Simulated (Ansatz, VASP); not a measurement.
# AlAs4: VASP beside Ansatz

```
Al As
1.0
     6.24146    0.00000    0.00000
     0.00000    6.24146    0.00000
     0.00000    0.00000    5.37812
Al As
2 8
Cartesian
  0.0000 0.0000 0.0000
  3.1207 3.1207 2.6891
  4.0045 5.2849 1.3850
  2.2369 0.9565 1.3850
  5.2849 2.2369 3.9931
  0.9565 4.0045 3.9931
  5.3577 2.1642 1.3040
  0.8838 4.0773 1.3040
  4.0773 5.3577 4.0741
  2.1642 0.8838 4.0741
```

Alike in both runs: functional PBE; k mesh 3 × 3 × 3; occupations gaussian, width 0.2 eV; no spin polarisation.

Ansatz relaxed the structure, and its values are those at the end. VASP's run is a single point on that final structure, the one shown.

|  | VASP | Ansatz |
| --- | --- | --- |
| version | VASP 6.6.1 | Ansatz 0.2.0 |
| potentials or method | VASP PAW PBE potentials, release 64 (Al, As), cutoff 520 eV | scalar-relativistic, plane waves, PAW |
| valence electrons in the cell | 46 | 126 |

Ansatz gave:

```
gap on the k mesh at the Fermi level (eV) : none
pressure (GPa)                            : -0.1
rms of the force components (eV/Å)        : 0.041
```

Question: Which values does VASP return?

Answer: gap on the k mesh at the Fermi level (eV): none; pressure (GPa): 0.1; rms of the force components (eV/Å): 0.040.

A gap of «none» marks a metal or a gap that the smearing closes. With one functional, cell and mesh, what is left measures potentials, basis and numerics. VASP's potentials hold 46 valence electrons a cell and Ansatz's 126, so a difference there can come from the potentials and not from the codes.

The k mesh is coarse, so the values compare programs but aren't converged.
